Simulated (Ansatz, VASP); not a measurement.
SnO: VASP beside Ansatz

File INCAR:

```
PREC     = Accurate       # precision mode
ENCUT    = 520            # plane-wave cutoff, eV
EDIFF    = 1E-7           # SCF threshold, eV
ISMEAR   = -1             # smearing method
SIGMA    = 0.05           # smearing width, eV
LREAL    = False          # projectors in reciprocal space
LASPH    = True           # aspherical terms in the spheres
NELM     = 80             # most SCF steps
ALGO     = Normal         # electronic algorithm
ISIF     = 2              # what is computed and relaxed
LWAVE    = False          # write WAVECAR
LCHARG   = True           # write CHGCAR
GGA      = PS             # functional
LELF     = True           # ELF
LVHAR    = True         
NBANDS   = 28             # bands
```

Contents of KPOINTS:

```
Automatic mesh
0
Gamma
  8 5 6
```

File POSCAR:

```
SnO
1.0
    3.2865162927      0.0000000000      0.0000000000
    0.0000000000      5.5582734578      0.0000000000
    0.0000000000      0.0000000000      4.1357831634
Sn O
2 2
Direct
    0.5000000000      0.7680910000      0.0131440000
    0.0000000000      0.2319090000      0.5131440000
    0.5000000000      0.1087500000      0.2368570000
    0.0000000000      0.8912500000      0.7368570000
```

Contents of input.yaml:

```yaml
crystal:
  lattice:
    - [3.2865162927, 0.0, 0.0]
    - [0.0, 5.5582734578, 0.0]
    - [0.0, 0.0, 4.1357831634]
  atoms:
    - { symbol: Sn, position: [0.5, 0.768091, 0.013144] }
    - { symbol: Sn, position: [0.0, 0.231909, 0.513144] }
    - { symbol: O, position: [0.5, 0.10875, 0.236857] }
    - { symbol: O, position: [0.0, 0.89125, 0.736857] }
kpoints:
  mp_grid: { grid: [8, 5, 6] }
scf:
  occupations: { method: fermi_dirac, width: 0.05 }
hamiltonian:
  xc: pbesol
  pseudopotentials: { kind: all_electron, lapw: { basis_error: 0.001 } }
output:
  forces: true
  stress: true
  eigenvalues: true
```

Change from the starting cell: volume scaled by 0.94.

Alike in both runs: task single point; functional PBEsol; k mesh 8 × 5 × 6; occupations fermi-dirac, width 0.05 eV; no spin polarisation.

```csv
,VASP,Ansatz
version,VASP 6.6.1,Ansatz 0.2.0
potentials or method,"VASP PAW PBE potentials, release 64 (Sn_d, O), cutoff 520 eV","all-electron LAPW, scalar-relativistic"
```

```tsv
	VASP	Ansatz	Ansatz less VASP
gap on the k mesh at the Fermi level (eV)	1.33	1.35	+0.014
least direct gap on the mesh (eV)	1.90	1.91	+0.015
pressure (GPa)	2.1	1.9	-0.25
traceless stress, the component that is largest in VASP (GPa)	-0.63	-0.56	+0.068
rms of the force components (eV/Å)	0.244	0.206	-0.0380
```

VASP's potentials were made for PBE, not for PBEsol. Atom by atom the forces differ by 0.038 eV/Å (rms over components). Ansatz ran all-electron here, and VASP with PAW potentials.
